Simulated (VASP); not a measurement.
# Mn (Im-3m) in VASP: single point with PBE

Aim: the single point of Mn with PBE.

Everything below comes from runs of VASP 6.6.1. Logs are shortened: lines on timing, memory, paths and dates and some standing lists are left out, and cuts for length are marked.

### Step 1. The cell of the first run

The structure is cubic, space group Im-3m (No. 229). Conventional cell: a = 3.060 Å, b = 3.060 Å, c = 3.060 Å, α = 90.00°, β = 90.00°, γ = 90.00°. Within 3.5 Å of Mn (site symmetry m-3m) lie 14 Mn at 2.65 to 3.06 Å.

### Step 2. Single point, PBE, collinear spin, antiferromagnetic start

The input, INCAR:

```
SYSTEM = Mn
PREC     = Accurate       ! precision mode
ENCUT    = 500            ! plane-wave cutoff, eV
EDIFF    = 1E-6           ! SCF threshold, eV
ISMEAR   = -1             ! smearing method
SIGMA    = 0.1            ! smearing width, eV
LREAL    = .False.        ! projectors in reciprocal space
LASPH    = .True.         ! aspherical terms in the spheres
NELM     = 200            ! most SCF steps
ALGO     = Normal         ! electronic algorithm
ISIF     = 2              ! what is computed and relaxed
LWAVE    = .False.        ! write WAVECAR
LCHARG   = .False.        ! write CHGCAR
ISPIN    = 2              ! spin polarisation
MAGMOM   = 3.55 -3.55     ! initial moments
LORBIT   = 11             ! projections on sites
LMAXMIX  = 4              ! l up to which the mixer works
GGA      = PE             ! functional
NBANDS   = 24             ! bands
GGA_COMPAT= .False.
```

The input, KPOINTS:

```
regular mesh
0
Gamma
  4 4 4
  0 0 0
```

The input, POSCAR:

```
Mn
1.0
    3.0600000000      0.0000000000      0.0000000000
    0.0000000000      3.0600000000      0.0000000000
    0.0000000000      0.0000000000      3.0600000000
Mn
2
Direct
    0.0000000000      0.0000000000      0.0000000000
    0.5000000000      0.5000000000      0.5000000000
```

Potentials or basis: VASP PAW PBE potentials, release 64 (Mn_pv).

Launch:

```bash
$ cat potpaw_PBE.64/Mn_pv/POTCAR > POTCAR
$ mpirun -np 1 vasp_std > vasp.out
```

OUTCAR:

```text
SYSTEM = Mn
   PREC = Accurate
   ENCUT = 500
   EDIFF = 1E-6
   ISMEAR = -1
   LREAL = .False.
   LASPH = .True.
   NELM = 200
   ISIF = 2
   ISPIN = 2
   LORBIT = 11
   GGA = PE

 ion  position               nearest neighbor table
   1  0.000  0.000  0.000-   2 2.65   2 2.65   2 2.65   2 2.65   2 2.65   2 2.65   2 2.65   2 2.65

   2  0.500  0.500  0.500-   1 2.65   1 2.65   1 2.65   1 2.65   1 2.65   1 2.65   1 2.65   1 2.65

  LATTYP: Found a simple cubic cell.
 ALAT       =     3.0600000000

  Lattice vectors:

 A1 = (   3.0600000000,   0.0000000000,   0.0000000000)
 A2 = (   0.0000000000,   3.0600000000,   0.0000000000)
 A3 = (   0.0000000000,   0.0000000000,   3.0600000000)

Analysis of symmetry for initial positions (statically):
=====================================================================
 Subroutine PRICEL returns following result:

  LATTYP: Found a body centered cubic cell.
 ALAT       =     3.0600000000
[... 12 lines left out ...]
 Subroutine GETGRP returns: Found 48 space group operations
 (whereof 48 operations were pure point group operations)
 out of a pool of 48 trial point group operations.

The static configuration has the point symmetry O_h .

Analysis of symmetry for dynamics (positions and initial velocities):
=====================================================================
 Subroutine PRICEL returns following result:

  LATTYP: Found a body centered cubic cell.
 ALAT       =     3.0600000000
[... 12 lines left out ...]
 Subroutine GETGRP returns: Found 48 space group operations
 (whereof 48 operations were pure point group operations)
 out of a pool of 48 trial point group operations.

The dynamic configuration has the point symmetry O_h .

Analysis of structural, dynamic, and magnetic symmetry:
=====================================================================
 Subroutine PRICEL returns following result:

  LATTYP: Found a body centered cubic cell.
 ALAT       =     3.0600000000
[... 12 lines left out ...]
 Subroutine GETGRP returns: Found 48 space group operations
 (whereof 48 operations were pure point group operations)
 out of a pool of 48 trial point group operations.

The overall configuration has the point symmetry O_h .

 Subroutine INISYM returns: Found 48 space group operations
 (whereof 48 operations are pure point group operations),
 and found     2 'primitive' translations

----------------------------------------------------------------------------------------

                                     Primitive cell

  volume of cell :      14.3263

[... 93 lines left out ...]
  Fermi-wavevector in a.u.,A,eV,Ry     =   1.584934  2.995091 34.178050  2.512016
  Thomas-Fermi vector in A             =   2.684476
   LORBIT       =     11    0 simple, 1 ext, 2 COOP (PROOUT), +10 PAW based schemes
   GGA     = PE    functional components
   LHFCALC =     F    Hartree Fock is set to
   AEXX    =    0.0000 exact exchange contribution
   IVDW    =     0    specifies the selected vdW correction
   LEPSILON=     F    determine dielectric tensor
   LRPA    =     F    only Hartree local field effects (RPA)
 spin polarized calculation
  energy-cutoff  :      500.00
  volume of cell :       28.65
 maximum number of plane-waves:       743
 NGX is ok and might be reduce to    24
   NGX = 11   NGY = 11   NGZ = 11

 number of electron      26.0000021 magnetization      -0.0000000

 number of electron      26.0000021 magnetization       0.0000000

 Free energy of the ion-electron system (eV)
  ---------------------------------------------------
  ext. energy  EPLUGINS =         0.00000000
  ---------------------------------------------------
  free energy    TOTEN  =       -17.57305809 eV

  energy without entropy =      -17.47700427  energy(sigma->0) =      -17.52503118

 E-fermi :   7.9246     XC(G=0): -12.2803

 val. band max:        7.8725294573   @ k =   0.5000   0.2500   0.2500
 cond. band min:       8.0298748712   @ k =   0.2500   0.0000   0.0000
 fundamental gap:      0.1573454139
 Fermi energy:         7.9246186339

 spin component 1

 k-point     1 :       0.0000    0.0000    0.0000
  band No.  band energies     occupation
      1     -42.0770      1.00000
      2     -42.0770      1.00000
      3     -42.0770      1.00000
      4     -38.6572      1.00000
      5     -38.6572      1.00000
      6     -38.6572      1.00000
[... 259 lines left out ...]
     23      15.5351      0.00000
     24      17.1202      0.00000
 Fermi energy:         7.9246186339

 spin component 2

 k-point     1 :       0.0000    0.0000    0.0000
  band No.  band energies     occupation
      1     -42.0770      1.00000
      2     -42.0770      1.00000
      3     -42.0770      1.00000
      4     -38.6572      1.00000
      5     -38.6572      1.00000
      6     -38.6572      1.00000
[... 259 lines left out ...]
     23      15.5351      0.00000
     24      17.1202      0.00000

------------------------ aborting loop because EDIFF is reached ----------------------------------------

  FORCE on cell =-STRESS in cart. coord.  units (eV):
  Direction    XX          YY          ZZ          XY          YZ          ZX
  --------------------------------------------------------------------------------------
  -------------------------------------------------------------------------------------
  Total       -1.3104281     -1.3104281     -1.3104281     -0.0000000      0.0000000     -0.0000000
  in kB      -73.2756224    -73.2756224    -73.2756224     -0.0000000      0.0000000     -0.0000000
  external PRESSURE =     -73.2756224 kB  Pullay stress =       0.0000000 kB

 VOLUME and BASIS-vectors are now :
 -----------------------------------------------------------------------------
  energy-cutoff  :      500.00
  volume of cell :       28.65
      direct lattice vectors                 reciprocal lattice vectors
     3.060000000  0.000000000  0.000000000     0.326797386  0.000000000  0.000000000
     0.000000000  3.060000000  0.000000000     0.000000000  0.326797386  0.000000000
     0.000000000  0.000000000  3.060000000     0.000000000  0.000000000  0.326797386

 POSITION                                       TOTAL-FORCE (eV/Angst)
 -----------------------------------------------------------------------------------
      0.00000      0.00000      0.00000         0.000000      0.000000      0.000000
      1.53000      1.53000      1.53000        -0.000000     -0.000000     -0.000000
 -----------------------------------------------------------------------------------
    total drift:                                0.000000      0.000000     -0.000000

  FREE ENERGIE OF THE ION-ELECTRON SYSTEM (eV)
  ---------------------------------------------------
  free  energy   TOTEN  =       -17.5730580897 eV

  energy  without entropy=      -17.4770042703  energy(sigma->0) =      -17.52503118

 total charge

# of ion       s       p       d       tot
------------------------------------------
    1        0.355   6.278   4.921  11.554
    2        0.355   6.278   4.921  11.554
--------------------------------------------------
tot          0.710  12.556   9.841  23.107

 magnetization (x)

# of ion       s       p       d       tot
------------------------------------------
    1        0.056   0.037   3.165   3.259
    2       -0.056  -0.037  -3.165  -3.259
--------------------------------------------------
tot          0.000   0.000   0.000   0.000
```

OSZICAR:

```text
N       E                     dE             d eps       ncg     rms          rms(c)
DAV:   1     0.242124734432E+03    0.24212E+03   -0.14825E+04  1016   0.136E+03
DAV:   2    -0.103495685374E+02   -0.25247E+03   -0.24229E+03   976   0.383E+02
DAV:   3    -0.197286910802E+02   -0.93791E+01   -0.93339E+01  1072   0.850E+01
DAV:   4    -0.198253859195E+02   -0.96695E-01   -0.96679E-01  1040   0.832E+00
DAV:   5    -0.198274302736E+02   -0.20444E-02   -0.20443E-02  1056   0.121E+00    0.150E+01
DAV:   6    -0.175058577384E+02    0.23216E+01   -0.93782E+00   960   0.372E+01    0.993E+00
DAV:   7    -0.175651541903E+02   -0.59296E-01   -0.66030E-01   960   0.974E+00    0.383E+00
DAV:   8    -0.175796598362E+02   -0.14506E-01   -0.45585E-02  1024   0.124E+00    0.162E+00
DAV:   9    -0.175715219911E+02    0.81378E-02   -0.43755E-02   976   0.104E+00    0.477E-01
DAV:  10    -0.175729275802E+02   -0.14056E-02   -0.75309E-03   976   0.750E-01    0.191E-01
DAV:  11    -0.175730528769E+02   -0.12530E-03   -0.49102E-04   992   0.191E-01    0.512E-02
DAV:  12    -0.175730555286E+02   -0.26517E-05   -0.70191E-05   992   0.738E-02    0.185E-02
DAV:  13    -0.175730602920E+02   -0.47633E-05   -0.45864E-06   992   0.164E-02    0.110E-02
DAV:  14    -0.175730583728E+02    0.19191E-05   -0.37684E-06   872   0.165E-02    0.589E-03
DAV:  15    -0.175730580897E+02    0.28315E-06   -0.56500E-07   488   0.608E-03
   1 F= -.17573058E+02 E0= -.17525031E+02  d E =-.960538E-01  mag=     0.0000
```

stdout:

```text
POSCAR found type information on POSCAR Mn
 POSCAR found :  1 types and       2 ions
 scaLAPACK will be used
 LDA part: xc-table for (Slater+PW92), standard interpolation
 POSCAR, INCAR and KPOINTS ok, starting setup
 FFT: planning ... GRIDC
 FFT: planning ... GRID_SOFT
 FFT: planning ... GRID
 WAVECAR not read
 entering main loop
```

Wall time 7.2 s (1 thread of Intel Xeon 6975P-C (Granite Rapids), shared host); peak memory 0.14 GiB.

What came out:

```yaml
Free_energy: -17.5731 eV
Pressure: -7.3 GPa
Band_gap_on_the_k_mesh: zero (filled and empty bands overlap)
Net_moment: 0.00 μB per cell
Site_moments: Mn +3.26, -3.26 μB
Valence_electrons_inside_the_program's_atomic_spheres: Mn 11.55
```

Caveat: the k points lie up to 0.51 Å⁻¹ apart.
